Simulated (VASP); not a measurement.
# BiTe (R-3m) in VASP: further runs, part 2 of 2

VASP 6.6.1.

### Step 3. Single point, PBE

The input, INCAR:

```
  PREC = Accurate
  ENCUT = 500
  EDIFF = 1E-6
  ISMEAR = 0
  SIGMA = 0.1
  LREAL = F
  LASPH = T
  NELM = 120
  ALGO = Normal
  ISIF = 2
  LWAVE = F
  LCHARG = F
  GGA = PE
  NBANDS = 18
  GGA_COMPAT = F
```

The input, KPOINTS:

```
regular mesh
0
Gamma
  6 6 6
```

The input, POSCAR:

```
BiTe
1.0
    2.4227077728      1.3987509848      3.3172919545
   -2.4227077728      1.3987509848      3.3172919545
    0.0000000000     -2.7975019696      3.3172919545
Bi Te
1 1
Direct
    0.7330000000      1.4650000000      1.0080000000
    0.2330000000      0.9650000000      0.5080000000
```

Potentials or basis: VASP PAW PBE potentials, release 64 (Bi_d, Te).

Started as:

```sh
cat potpaw_PBE.64/Bi_d/POTCAR potpaw_PBE.64/Te/POTCAR > POTCAR
mpirun -np 1 vasp_std > vasp.out
```

OUTCAR:

```text
PREC = Accurate
   ENCUT = 500
   EDIFF = 1E-6
   ISMEAR = 0
   LREAL = F
   LASPH = T
   NELM = 120
   ISIF = 2
   GGA = PE

 ion  position               nearest neighbor table
   1  0.733  0.465  0.008-   2 3.25   2 3.25   2 3.25   2 3.25   2 3.25   2 3.25
   2  0.233  0.965  0.508-   1 3.25   1 3.25   1 3.25   1 3.25   1 3.25   1 3.25

  LATTYP: Found a trigonal (rhomboedric) cell.
 ALAT       =     4.3394058558
 COS(alpha) =     0.3765932224

  Lattice vectors:

[... 192 lines left out ...]
      4     -16.5465      2.00000
      5     -16.5319      2.00000
      6      -6.8127      2.00000
[... 481 lines left out ...]
      5     -16.5289      2.00000
      6      -4.7234      2.00000
[... 10 lines left out ...]
     17      16.1591      0.00000
     18      17.4587      0.00000

 [... further k-points ...]
[... 5 lines left out ...]
  --------------------------------------------------------------------------------------
  -------------------------------------------------------------------------------------
  Total       -0.0206039     -0.0206039     -0.1217198      0.0000000      0.0000000     -0.0000000
  in kB       -0.4894227     -0.4894227     -2.8913163      0.0000000      0.0000000     -0.0000000
  external PRESSURE =      -1.2900539 kB  Pullay stress =       0.0000000 kB

 VOLUME and BASIS-vectors are now :
 -----------------------------------------------------------------------------
  energy-cutoff  :      500.00
  volume of cell :       67.45
      direct lattice vectors                 reciprocal lattice vectors
     2.422707773  1.398750985  3.317291954     0.206380648  0.119153923  0.100483568
    -2.422707773  1.398750985  3.317291954    -0.206380648  0.119153923  0.100483568
     0.000000000 -2.797501970  3.317291954     0.000000000 -0.238307845  0.100483568

 POSITION                                       TOTAL-FORCE (eV/Angst)
 -----------------------------------------------------------------------------------
      0.64929      1.65332      4.00065        -0.000000      0.000000     -0.000000
     -1.77342      0.25457      5.65930         0.000000     -0.000000      0.000000
 -----------------------------------------------------------------------------------
    total drift:                                0.000018     -0.000024     -0.000014

  FREE ENERGIE OF THE ION-ELECTRON SYSTEM (eV)
  ---------------------------------------------------
  free  energy   TOTEN  =        -7.1865173029 eV

  energy  without entropy=       -7.1806235298  energy(sigma->0) =       -7.18357042
```

stdout:

```text
POSCAR found type information on POSCAR BiTe
 POSCAR found :  2 types and       2 ions
 scaLAPACK will be used
 LDA part: xc-table for (Slater+PW92), standard interpolation
 POSCAR, INCAR and KPOINTS ok, starting setup
 FFT: planning ... GRIDC
 FFT: planning ... GRID_SOFT
 FFT: planning ... GRID
 WAVECAR not read
 entering main loop
```

Wall time 22 s (1 thread of Intel Xeon 6975P-C, shared host); peak memory 0.19 GiB.

What came out:

```yaml
Free_energy: -7.1865 eV
Pressure: -0.1 GPa
```

Stress tensor (GPa, compression positive):
```
-0.05  0.00  0.00
 0.00 -0.05  0.00
 0.00  0.00 -0.29
```

Caveat: spin-orbit coupling is left out, which moves the levels of the heavy elements.

### Step 4. Single point, LDA

The input, INCAR:

```
ALGO     = Normal         # electronic algorithm
EDIFF    = 1E-6           # SCF threshold, eV
ENCUT    = 500            # plane-wave cutoff, eV
GGA_COMPAT= False        
ISIF     = 2              # what is computed and relaxed
ISMEAR   = -1             # smearing method
LASPH    = True           # aspherical terms in the spheres
LCHARG   = True           # write CHGCAR
LELF     = True           # ELF
LREAL    = False          # projectors in reciprocal space
LVHAR    = True         
LWAVE    = False          # write WAVECAR
NBANDS   = 18             # bands
NELM     = 120            # most SCF steps
PREC     = Accurate       # precision mode
SIGMA    = 0.2585199978643553 # smearing width, eV
```

The input, KPOINTS:

```
k-points
0
Gamma
  6 6 6
```

The input, POSCAR:

```
BiTe
1.0
    2.4227077728      1.3987509848      3.3172919545
   -2.4227077728      1.3987509848      3.3172919545
    0.0000000000     -2.7975019696      3.3172919545
Bi Te
1 1
Direct
    0.5000000000      0.5000000000      0.5000000000
    0.0000000000      0.0000000000      0.0000000000
```

Potentials or basis: VASP PAW LDA potentials, release 64 (Bi_d, Te).

Started as:

```sh
cat potpaw_LDA.64/Bi_d/POTCAR potpaw_LDA.64/Te/POTCAR > POTCAR
mpirun -np 1 vasp_std > vasp.out
```

Run time: 22 s. Hardware: 1 thread of Intel Xeon 6975P-C, shared host; peak memory 0.17 GiB.

It converged, with:

| Quantity | Value |
| --- | --- |
| Free energy | -8.6228 eV |
| Pressure | -3.2 GPa |

Stress tensor (GPa, compression positive):
```
-3.57  0.00  0.00
 0.00 -3.57  0.00
 0.00  0.00 -2.45
```

Levels at points of the mesh, in eV from the Fermi level:
```tsv
k point	band 8	band 9	band 10	band 11	band 12	band 13
(0.00, 0.00, 0.00)	-2.84	-2.84	-1.53	1.90	2.53	2.53
(0.50, 0.00, 0.00)	-1.77	-1.74	-0.95	-0.94	-0.56	0.34
(0.50, 0.50, 0.00)	-5.53	-4.41	-3.22	2.47	3.09	3.60
(0.50, 0.50, 0.50)	-2.26	-2.26	-2.15	-1.53	-1.22	-1.22
```

Caveat: spin-orbit coupling is left out, which moves the levels of the heavy elements.

### Step 5. Single point, PBE+D3(BJ)

The input, INCAR:

```
PREC     = Accurate       # precision mode
ENCUT    = 500            # plane-wave cutoff, eV
EDIFF    = 1E-6           # SCF threshold, eV
ISMEAR   = 0              # smearing method
SIGMA    = 0.1            # smearing width, eV
LREAL    = False          # projectors in reciprocal space
LASPH    = True           # aspherical terms in the spheres
NELM     = 120            # most SCF steps
ALGO     = Normal         # electronic algorithm
ISIF     = 2              # what is computed and relaxed
LWAVE    = False          # write WAVECAR
LCHARG   = False          # write CHGCAR
GGA      = PE             # functional
IVDW     = 12             # dispersion correction
NBANDS   = 18             # bands
GGA_COMPAT= False
```

The input, KPOINTS:

```
Automatic mesh
0
Gamma
  6 6 6
```

POSCAR is that of step 4.

Potentials or basis: VASP PAW PBE potentials, release 64 (Bi_d, Te).

Started as:

```sh
cat potpaw_PBE.64/Bi_d/POTCAR potpaw_PBE.64/Te/POTCAR > POTCAR
mpirun -np 1 vasp_std > vasp.out
```

OUTCAR:

```text
PREC = Accurate
   ENCUT = 500
   EDIFF = 1E-6
   ISMEAR = 0
   LREAL = False
   LASPH = True
   NELM = 120
   ISIF = 2
   GGA = PE
   IVDW = 12
 IVDW          = 12

 ion  position               nearest neighbor table
   1  0.500  0.500  0.500-   2 3.25   2 3.25   2 3.25   2 3.25   2 3.25   2 3.25
   2  0.000  0.000  0.000-   1 3.25   1 3.25   1 3.25   1 3.25   1 3.25   1 3.25

  LATTYP: Found a trigonal (rhomboedric) cell.
 ALAT       =     4.3394058558
 COS(alpha) =     0.3765932224

  Lattice vectors:

 A1 = (   2.4227077728,   1.3987509848,   3.3172919545)
[... 691 lines left out ...]

 Edisp (eV)   -0.90688

 E8    (eV) :    -0.4338

  FORCE on cell =-STRESS in cart. coord.  units (eV):
  Direction    XX          YY          ZZ          XY          YZ          ZX
  --------------------------------------------------------------------------------------
  -------------------------------------------------------------------------------------
  Total      -0.95542    -0.95542    -1.05781     0.00000    -0.00000     0.00000
  in kB     -22.69488   -22.69488   -25.12714     0.00000    -0.00000     0.00000
  external pressure =      -23.51 kB  Pullay stress =        0.00 kB

 VOLUME and BASIS-vectors are now :
 -----------------------------------------------------------------------------
  energy-cutoff  :      500.00
  volume of cell :       67.45
      direct lattice vectors                 reciprocal lattice vectors
     2.422707773  1.398750985  3.317291954     0.206380648  0.119153923  0.100483568
    -2.422707773  1.398750985  3.317291954    -0.206380648  0.119153923  0.100483568
     0.000000000 -2.797501970  3.317291954     0.000000000 -0.238307845  0.100483568

 POSITION                                       TOTAL-FORCE (eV/Angst)
 -----------------------------------------------------------------------------------
      0.00000      0.00000      4.97594         0.000000     -0.000000     -0.000000
      0.00000      0.00000      0.00000         0.000000      0.000000      0.000000
 -----------------------------------------------------------------------------------
    total drift:                               -0.000000      0.000000     -0.000000

  FREE ENERGIE OF THE ION-ELECTRON SYSTEM (eV)
  ---------------------------------------------------
  free  energy   TOTEN  =        -8.0933865493 eV

  energy  without entropy=       -8.0874927744  energy(sigma->0) =       -8.09043966
```

Wall time 18 s (1 thread of Intel Xeon 6975P-C, shared host); peak memory 0.2 GiB.

What came out:

* Free energy: -8.0934 eV
* Pressure: -2.4 GPa
* Dispersion energy per atom: -0.453 eV

Caveat: spin-orbit coupling is left out, which moves the levels of the heavy elements; pairwise dispersion overbinds metals, which lowers pressure and volume.

### Step 6. The runs side by side

```tsv
level	potentials or basis	smearing	gap on the mesh (eV)	pressure (GPa)
RPBE+D3(BJ)	VASP PAW PBE potentials, release 64 (Bi_d, Te)	gaussian 0.1 eV	none	-14.4
PBE	VASP PAW PBE potentials, release 64 (Bi_d, Te)	gaussian 0.1 eV	none	-0.1
LDA	VASP PAW LDA potentials, release 64 (Bi_d, Te)	fermi-dirac 0.25852 eV	none	-3.2
PBE+D3(BJ)	VASP PAW PBE potentials, release 64 (Bi_d, Te)	gaussian 0.1 eV	none	-2.4
```

Alike in all rows: task single point; no spin polarisation; cell as given; k mesh 6 × 6 × 6; cutoff (eV) 500.

Caveats: spin-orbit coupling is left out, which moves the levels of the heavy elements; pairwise dispersion overbinds metals, which lowers pressure and volume (some runs); the PAW data sets were made with another functional, which shifts forces and pressure a little (some runs).

Absolute energies hang on the potentials; compare differences alone.
